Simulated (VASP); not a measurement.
**Co: single point with revPBE**

Co:

```
Co
1.0
     2.36028    0.00000    0.00000
    -1.18014    2.04406    0.00000
     0.00000    0.00000    7.68306
Co
4
Cartesian
  0.0000 0.0000 7.6831
  0.0000 0.0000 3.8415
  0.0000 1.3627 1.9208
  1.1801 0.6814 5.7623
```

This cell differs from its parent crystal: volume scaled by 0.88.

| Item | Value |
| --- | --- |
| Program | VASP 6.6.1 |
| Task | single point |
| Functional | revPBE |
| Potentials or basis | VASP PAW PBE potentials, release 64 (Co) |
| Cutoff | 520 eV |
| k mesh | 16 × 16 × 5 |
| Occupations | fermi-dirac, width 0.1 eV |
| Spin | no spin polarisation |

The pressure is 39.2 GPa and the band gap on the k mesh is zero (band 18 reaches 13.24 eV, above the bottom of band 19 at 12.01 eV).

Stress tensor (GPa, compression positive):
```
39.12  0.00  0.00
 0.00 39.12  0.00
 0.00  0.00 39.50
```

Levels at points of the mesh, in eV from the Fermi level:
```csv
k point,band 13,band 14,band 15,band 16,band 17,band 18,band 19,band 20,band 21,band 22
"(0.00, 0.00, 0.00)",-1.98,-1.89,-1.89,-1.00,-1.00,-0.56,-0.56,-0.24,-0.23,-0.23
"(0.50, 0.00, 0.00)",-1.10,0.37,0.38,0.42,0.45,0.47,0.56,0.57,0.59,1.71
```

Wall time 47 s on 1 thread of Intel(R) Xeon(R) 6975P-C (Granite Rapids) (shared host), peak memory 0.19 GiB.

Caveat: the PAW data sets were made with another functional, which shifts forces and pressure a little; the run has no spin polarisation, though such a crystal can be magnetic. Spin polarisation is off, so any magnetic state and its effect on volume and gap are missing.
